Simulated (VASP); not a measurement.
# Fe (Fmmm) in VASP: a series of runs

The runs below take Fe through relaxation of cell and atoms, single point, with PBEsol, PBE-based screened hybrid with 25 % exact exchange.

Program: VASP 6.6.1. These are calculated values, not measurements. Logs are shortened: lines on timing, memory, paths and dates and some standing lists are left out, and cuts for length are marked.

### Step 1. The cell of the first run

The structure is orthorhombic, space group Fmmm (No. 69). The conventional cell has a = 2.997 Å, b = 3.883 Å, c = 3.930 Å, α = 90.00°, β = 90.00°, γ = 90.00°. Fe (site symmetry mmm) has 14 Fe at 2.45 to 3.00 Å within 3.2 Å.

### Step 2. Relaxation of cell and atoms, PBEsol, collinear spin, ferromagnetic start, target pressure 20 GPa, at which the enthalpy is minimised

INCAR

```
ALGO = Normal ; EDIFF = 1E-7
EDIFFG = -0.01 ; ENCUT = 600
GGA = PS ; IBRION = 2
ISIF = 3 ; ISMEAR = -1
ISPIN = 2 ; LASPH = T
LCHARG = F ; LMAXMIX = 4
LORBIT = 11 ; LREAL = F
LWAVE = F ; MAGMOM = 3
NELM = 150 ; NSW = 60
PREC = Accurate ; PSTRESS = 200.0
SIGMA = 0.05
```

KPOINTS

```
k-points
0
Gamma
  13 13 13
```

POSCAR

```
Fe
1.0
    0.0000000000      1.9417396906      1.9651051623
    1.4984397099      0.0000000000      1.9651051623
    1.4984397099      1.9417396906      0.0000000000
Fe
1
Direct
    0.0000000000      0.0000000000      0.0000000000
```

Potentials or basis: VASP PAW PBE potentials, release 64 (Fe).

The run is started by

```console
> cat potpaw_PBE.64/Fe/POTCAR > POTCAR
> mpirun -np 1 vasp_std > vasp.out
```

OUTCAR:

```text
EDIFF = 1E-7
   EDIFFG = -0.01
   ENCUT = 600
   GGA = PS
   IBRION = 2
   ISIF = 3
   ISMEAR = -1
   ISPIN = 2
   LASPH = T
   LORBIT = 11
   LREAL = F
   NELM = 150
   NSW = 60
   PREC = Accurate
   PSTRESS = 200.0

 ion  position               nearest neighbor table
   1  0.000  0.000  0.000-

  LATTYP: Found a face centered orthorhombic cell.
 ALAT       =     2.9968794198
 B/A-ratio  =     1.2958410524
 C/A-ratio  =     1.3114342535

  Lattice vectors:

 A1 = (   0.0000000000,   1.9417396906,   1.9651051623)
 A2 = (   1.4984397099,   0.0000000000,   1.9651051623)
 A3 = (   1.4984397099,   1.9417396906,   0.0000000000)

Analysis of symmetry for initial positions (statically):
=====================================================================
 Subroutine PRICEL returns:
 Original cell was already a primitive cell.

 Routine SETGRP: Setting up the symmetry group for a
 face centered orthorhombic supercell.

 Subroutine GETGRP returns: Found  8 space group operations
 (whereof  8 operations were pure point group operations)
 out of a pool of  8 trial point group operations.

The static configuration has the point symmetry D_2h.

Analysis of symmetry for dynamics (positions and initial velocities):
=====================================================================
 Subroutine PRICEL returns:
 Original cell was already a primitive cell.

 Routine SETGRP: Setting up the symmetry group for a
 face centered orthorhombic supercell.

 Subroutine GETGRP returns: Found  8 space group operations
 (whereof  8 operations were pure point group operations)
 out of a pool of  8 trial point group operations.

The dynamic configuration has the point symmetry D_2h.

Analysis of structural, dynamic, and magnetic symmetry:
=====================================================================
 Subroutine PRICEL returns:
 Original cell was already a primitive cell.

 Routine SETGRP: Setting up the symmetry group for a
 face centered orthorhombic supercell.

 Subroutine GETGRP returns: Found  8 space group operations
 (whereof  8 operations were pure point group operations)
 out of a pool of  8 trial point group operations.

The overall configuration has the point symmetry D_2h.

 Subroutine INISYM returns: Found  8 space group operations
 (whereof  8 operations are pure point group operations),
 and found     1 'primitive' translations

----------------------------------------------------------------------------------------

                                     Primitive cell

  volume of cell :      11.4353

  direct lattice vectors                    reciprocal lattice vectors
     0.000000000  1.941739691  1.965105162    -0.333680426  0.257501045  0.254439309
     1.498439710  0.000000000  1.965105162     0.333680426 -0.257501045  0.254439309
     1.498439710  1.941739691  0.000000000     0.333680426  0.257501045 -0.254439309

  length of vectors
     2.762605894  2.471226388  2.452687218     0.492329947  0.492329947  0.492329947

  position of ions in fractional coordinates (direct lattice)
     0.000000000  0.000000000  0.000000000

  ion indices of the primitive-cell ions
   primitive index   ion index
                 1           1

----------------------------------------------------------------------------------------

 KPOINTS: k-points

Automatic generation of k-mesh.
 Grid dimensions read from file:
 generate k-points for:   13   13   13

 Generating k-lattice:

  Cartesian coordinates                     Fractional coordinates (reciprocal lattice)
    -0.025667725  0.019807773  0.019572255     0.076923077  0.000000000  0.000000000
     0.025667725 -0.019807773  0.019572255     0.000000000  0.076923077 -0.000000000
     0.025667725  0.019807773 -0.019572255     0.000000000 -0.000000000  0.076923077

  Length of vectors
     0.037871534  0.037871534  0.037871534

  Shift w.r.t. Gamma in fractional coordinates (k-lattice)
     0.000000000  0.000000000  0.000000000

 Subroutine IBZKPT returns following result:
 ===========================================

 Found    343 irreducible k-points:

 Following reciprocal coordinates:
            Coordinates               Weight
  0.000000  0.000000  0.000000      1.000000
  0.076923  0.000000 -0.000000      8.000000
  0.153846 -0.000000  0.000000      8.000000
  0.230769 -0.000000 -0.000000      8.000000
  0.307692 -0.000000  0.000000      8.000000
  0.384615  0.000000  0.000000      8.000000
[... 16 lines left out ...]
  0.384615  0.153846  0.000000      8.000000
  0.461538  0.153846 -0.000000      8.000000
 [... further k-points ...]
   k-points           NKPTS =    343   k-points in BZ     NKDIM =    343   number of bands    NBANDS=     10
   number of dos      NEDOS =    301   number of ions     NIONS =      1
   total plane-waves  NPLWV =   9600
   dimension x,y,z NGX =    24 NGY =   20 NGZ =   20
   dimension x,y,z NGXF=    48 NGYF=   40 NGZF=   40
   ions per type =               1
   NGX,Y,Z   is equivalent  to a cutoff of  14.44, 13.45, 13.56 a.u.
   NGXF,Y,Z  is equivalent  to a cutoff of  28.89, 26.91, 27.11 a.u.
 SYSTEM =  unknown system
   PREC   = accura    normal or accurate (medium, high low for compatibility)
   ISTART =      0    job   : 0-new  1-cont  2-samecut
   ICHARG =      2    charge: 1-file 2-atom 10-const
   ISPIN  =      2    spin polarized calculation?
   LNONCOLLINEAR =      F non collinear calculations
   LSORBIT =      F    spin-orbit coupling
   LASPH  =      T    aspherical Exc in radial PAW
   ENCUT  =  600.0 eV  44.10 Ry    6.64 a.u.   5.52  4.94  4.90*2*pi/ulx,y,z
   NELM   =    150;   NELMIN=  2; NELMDL= -5     # of ELM steps
   EDIFF  = 0.1E-06   stopping-criterion for ELM
   LREAL  =      F    real-space projection
   EDIFFG = -.1E-01   stopping-criterion for IOM
   NSW    =     60    number of steps for IOM
   IBRION =      2    ionic relax: 0-MD 1-quasi-New 2-CG
   NFREE  =      1    steps in history (QN), initial steepest desc. (CG)
   ISIF   =      3    stress and relaxation
   ISYM   =      2    0-nonsym 1-usesym 2-fastsym
   POTIM  = 0.5000    time-step for ionic-motion
   TEBEG  =    0.0;   TEEND  =   0.0 temperature during run
   PSTRESS=  200.0 pullay stress
   NELECT =       8.0000    total number of electrons
   NUPDOWN=      -1.0000    fix difference up-down
   EMIN   =  10.00;   EMAX   =-10.00  energy-range for DOS
   EFERMI =   0.00;   METHOD = LEGACY
   ISMEAR =    -1;   SIGMA  =   0.05  broadening in eV -4-tet -1-fermi 0-gaus
   EFERMI_NEDOS =   21; number of points for ismear=-14 and -15
   IALGO  =     38    algorithm
   IMIX   =      4    mixing-type and parameters
     AMIX     =   0.40;   BMIX     =  1.00
     AMIX_MAG =   1.60;   BMIX_MAG =  1.00
  volume/ion in A,a.u.               =      11.44        77.17
  Fermi-wavevector in a.u.,A,eV,Ry     =   1.453303  2.746344 28.736719  2.112089
  Thomas-Fermi vector in A             =   2.570585
   LORBIT       =     11    0 simple, 1 ext, 2 COOP (PROOUT), +10 PAW based schemes
   GGA     = PS    functional components
   LHFCALC =     F    Hartree Fock is set to
   AEXX    =    0.0000 exact exchange contribution
   IVDW    =     0    specifies the selected vdW correction
   LEPSILON=     F    determine dielectric tensor
   LRPA    =     F    only Hartree local field effects (RPA)
 conjugate gradient relaxation of ions
 spin polarized calculation
  energy-cutoff  :      600.00
  volume of cell :       11.44
 maximum number of plane-waves:       396
 NGX is ok and might be reduce to    24
   NGX = 11   NGY =  9   NGZ =  9

--------------------------------------- Ionic step        1  -------------------------------------------

 number of electron       7.9999998 magnetization       2.2007178

 Free energy of the ion-electron system (eV)
  ---------------------------------------------------
  ext. energy  EPLUGINS =         0.00000000
  ---------------------------------------------------
  free energy    TOTEN  =        -8.88035282 eV

  energy without entropy =       -8.87077615  energy(sigma->0) =       -8.87556449

------------------------ aborting loop because EDIFF is reached ----------------------------------------

  FORCE on cell =-STRESS in cart. coord.  units (eV):
  Direction    XX          YY          ZZ          XY          YZ          ZX
  --------------------------------------------------------------------------------------
  -------------------------------------------------------------------------------------
  Total       -1.0868903     -0.4952679     -0.5960176      0.0000000      0.0000000      0.0000000
  in kB     -152.2825747    -69.3912487    -83.5071398      0.0000000      0.0000000      0.0000000
  external PRESSURE =    -301.7269877 kB  Pullay stress =     200.0000000 kB
[... 90 lines left out ...]
  FREE ENERGIE OF THE ION-ELECTRON SYSTEM (eV)
  ---------------------------------------------------
  free  energy   TOTEN  =        -8.8689911752 eV

  energy  without entropy=       -8.8620000152  energy(sigma->0) =       -8.86549560

  enthalpy is  TOTEN    =        -7.6083382847 eV   P V=        1.2606528905

[... ionic steps 4 to 8 ...]

--------------------------------------- Ionic step        9  -------------------------------------------

 number of electron       8.0000001 magnetization       2.0038530

------------------------ aborting loop because EDIFF is reached ----------------------------------------

  FORCE on cell =-STRESS in cart. coord.  units (eV):
  Direction    XX          YY          ZZ          XY          YZ          ZX
  --------------------------------------------------------------------------------------
  -------------------------------------------------------------------------------------
  Total        0.9120842      0.8531610      0.8734823     -0.0000000      0.0000000      0.0000000
  in kB      142.7822618    133.5581260    136.7393305     -0.0000000      0.0000000      0.0000000
  external PRESSURE =     -62.3067606 kB  Pullay stress =     200.0000000 kB
[... 59 lines left out ...]
  enthalpy is  TOTEN    =        -7.6260535645 eV   P V=        1.2544814690

--------------------------------------- Ionic step       11  -------------------------------------------

 number of electron       8.0000001 magnetization       1.9918850

 Free energy of the ion-electron system (eV)
  ---------------------------------------------------
  ext. energy  EPLUGINS =         0.00000000
  ---------------------------------------------------
  free energy    TOTEN  =        -8.87944040 eV

  energy without entropy =       -8.87221720  energy(sigma->0) =       -8.87582880

 E-fermi :   7.1513     XC(G=0): -13.9966

 val. band max:        7.1190437415   @ k =  -0.2308   0.2308   0.3846
 cond. band min:       7.1527254532   @ k =  -0.4615   0.3846   0.1538
 fundamental gap:      0.0336817118
 Fermi energy:         7.1512503791

 spin component 1

 k-point     1 :       0.0000    0.0000    0.0000
  band No.  band energies     occupation
      1      -2.2437      1.00000
      2       4.4665      1.00000
      3       4.4715      1.00000
      4       4.4742      1.00000
      5       6.0092      1.00000
      6       6.0141      1.00000
      7      33.1548      0.00000
      8      33.1661      0.00000
      9      33.1814      0.00000
     10      39.1298      0.00000
[... 287 lines left out ...]
 k-point    24 :       0.4615    0.1538   -0.0000
  band No.  band energies     occupation
      1       1.9074      1.00000
      2       3.3316      1.00000
      3       4.4212      1.00000
      4       5.9337      1.00000
      5       6.4859      1.00000
      6       8.7579      0.00000
      7      18.5432      0.00000
      8      23.4171      0.00000
      9      28.7535      0.00000
     10      34.3754      0.00000

 [... further k-points ...]

 spin component 2

 k-point     1 :       0.0000    0.0000    0.0000
  band No.  band energies     occupation
      1      -1.9655      1.00000
      2       6.1888      1.00000
      3       6.1952      1.00000
      4       6.1984      1.00000
      5       8.4775      0.00000
      6       8.4847      0.00000
      7      33.1143      0.00000
      8      33.1258      0.00000
      9      33.1413      0.00000
     10      39.4791      0.00000
[... 287 lines left out ...]
 k-point    24 :       0.4615    0.1538   -0.0000
  band No.  band energies     occupation
      1       2.9141      1.00000
      2       4.8675      1.00000
      3       5.6465      1.00000
      4       8.1602      0.00000
      5       8.8560      0.00000
      6      10.3962      0.00000
      7      19.5232      0.00000
      8      24.0328      0.00000
      9      29.2907      0.00000
     10      34.7604      0.00000

 [... further k-points ...]
[... 5 lines left out ...]
  --------------------------------------------------------------------------------------
  -------------------------------------------------------------------------------------
  Total        1.2495755      1.2607775      1.2496909     -0.0000000      0.0000000      0.0000000
  in kB      199.4222351    201.2099916    199.4406610     -0.0000000      0.0000000      0.0000000
  external PRESSURE =       0.0242959 kB  Pullay stress =     200.0000000 kB
[... 16 lines left out ...]
  FREE ENERGIE OF THE ION-ELECTRON SYSTEM (eV)
  ---------------------------------------------------
  free  energy   TOTEN  =        -8.8794404006 eV

  energy  without entropy=       -8.8722171975  energy(sigma->0) =       -8.87582880

  enthalpy is  TOTEN    =        -7.6262446692 eV   P V=        1.2531957314

 reached required accuracy - stopping structural energy minimisation

 total charge

# of ion       s       p       d       tot
------------------------------------------
    1        0.547   0.666   6.352   7.564

 magnetization (x)

# of ion       s       p       d       tot
------------------------------------------
    1       -0.012  -0.050   2.025   1.963
```

Run time: 16 min. Hardware: 1 thread of Oxide Virtual Turin-like, shared host; peak memory 0.19 GiB.

What came out:

| Item | Value |
| --- | --- |
| Free energy | -8.8794 eV |
| Relaxed volume | 10.04 Å³/atom |
| Relaxed cell | a = 2.717 Å, b = 2.354 Å, c = 2.353 Å, α = 70.51°, β = 54.76°, γ = 54.73° |
| Space group after relaxing (to 0.1 Å) | Im-3m (No. 229) |
| Energy change on relaxing (the run minimises the enthalpy) | +0.9 meV/atom |
| Ionic steps | 11 |
| Pressure after relaxing | 20.0 GPa |
| Band gap on the k mesh | zero (filled and empty bands overlap) |
| Net moment | 1.99 μB per cell |
| Site moments | Fe +1.96 μB |
| Valence electrons inside the program's atomic spheres | Fe 7.56 |

Stress tensor (GPa, compression positive):
```
19.94  0.00  0.00
 0.00 20.12  0.00
 0.00  0.00 19.94
```

Step by step:
```csv
step,energy change (eV),largest force (eV/Å),pressure (GPa),volume (Å³)
1,0.0000,0.0000,-10.17,11.44
2,0.6867,0.0000,112.99,8.23
3,0.0114,0.0000,18.04,10.10
4,0.0191,0.0000,20.13,10.03
5,0.0224,0.0000,20.97,10.00
6,0.0132,0.0000,21.87,9.98
7,0.0126,0.0000,22.84,9.96
8,0.0131,0.0000,23.01,9.95
9,-0.0195,0.0000,13.77,10.23
10,-0.0002,0.0000,19.66,10.05
11,0.0009,0.0000,20.00,10.04
```

Final structure:
```xyz
1
Lattice="0.0000 1.9209 1.9219 1.3597 0.0000 1.9219 1.3597 1.9209 0.0000" Properties=species:S:1:pos:R:3 pbc="T T T"
Fe    1.3597    0.0000    1.9219
```

Caveat: the cell is relaxed towards a set pressure, so the run minimises the enthalpy, not the energy; the PAW data sets were made with another functional, which shifts forces and pressure a little.

### Step 3. Single point, PBE-based screened hybrid with 25 % exact exchange, collinear spin, ferromagnetic start

POSCAR is that of step 2.

INCAR.step1

```
ALGO     = Normal         # electronic algorithm
EDIFF    = 1E-5           # SCF threshold, eV
ENCUT    = 520            # plane-wave cutoff, eV
GGA      = PE             # functional
ISIF     = 2              # what is computed and relaxed
ISMEAR   = -1             # smearing method
ISPIN    = 2              # spin polarisation
LASPH    = T              # aspherical terms in the spheres
LCHARG   = F              # write CHGCAR
LMAXMIX  = 4              # l up to which the mixer works
LORBIT   = 11             # projections on sites
LREAL    = F              # projectors in reciprocal space
LWAVE    = T              # write WAVECAR
MAGMOM   = 3              # initial moments
NBANDS   = 14             # bands
NELM     = 150            # most SCF steps
PREC     = Accurate       # precision mode
SIGMA    = 0.05           # smearing width, eV
```

INCAR.step2

```
AEXX     = 0.25           # exact-exchange fraction
ALGO     = Normal         # electronic algorithm
EDIFF    = 1E-6           # SCF threshold, eV
ENCUT    = 520            # plane-wave cutoff, eV
GGA      = PE             # functional
HFSCREEN = 0.3            # screening, 1/A
ISIF     = 2              # what is computed and relaxed
ISMEAR   = -1             # smearing method
ISPIN    = 2              # spin polarisation
ISTART   = 1            
LASPH    = T              # aspherical terms in the spheres
LCHARG   = F              # write CHGCAR
LHFCALC  = T              # exact exchange
LMAXMIX  = 4              # l up to which the mixer works
LORBIT   = 11             # projections on sites
LREAL    = F              # projectors in reciprocal space
LWAVE    = F              # write WAVECAR
MAGMOM   = 3              # initial moments
NBANDS   = 14             # bands
NELM     = 150            # most SCF steps
PREC     = Accurate       # precision mode
PRECFOCK = Normal       
SIGMA    = 0.05           # smearing width, eV
```

KPOINTS

```
k-points
0
Gamma
  7 7 7
```

Potentials or basis: VASP PAW PBE potentials, release 64 (Fe).

The run is started by

```console
> cat potpaw_PBE.64/Fe/POTCAR > POTCAR
> cp INCAR.step1 INCAR
> mpirun -np 1 vasp_std > vasp.out
> cp INCAR.step2 INCAR
> mpirun -np 1 vasp_std > vasp.out
```

It took 1.9 h on 1 thread of Oxide Virtual Turin-like, shared host; peak memory 0.22 GiB.

The run converged. Its results:

```
Free energy                                           : -11.0975 eV
Pressure                                              : 16.7 GPa
Net moment                                            : 2.87 μB per cell
Site moments                                          : Fe +2.90 μB
Valence electrons inside the program's atomic spheres : Fe 7.29
```

Stress tensor (GPa, compression positive):
```
14.35  0.00  0.00
 0.00 18.96  0.00
 0.00  0.00 16.82
```

Levels at points of the mesh, in eV from the Fermi level:
Spin up:
```
           k point  band 3  band 4  band 5  band 6  band 7  band 8
(0.00, 0.00, 0.00)   -5.02   -4.78   -3.90   -3.50   24.80   26.26
```
Spin down:
| k point | band 1 | band 2 | band 3 | band 4 | band 5 | band 6 | band 7 | band 8 |
| --- | --- | --- | --- | --- | --- | --- | --- | --- |
| (0.00, 0.00, 0.00) | -9.90 | 0.28 | 0.56 | 1.57 | 2.94 | 3.93 | 24.01 | 25.67 |

Caveat: the k points lie up to 0.44 Å⁻¹ apart; the PAW data sets were made with another functional, which shifts forces and pressure a little.

The gap in the log of VASP goes by the Fermi energy; the results here count the filled bands.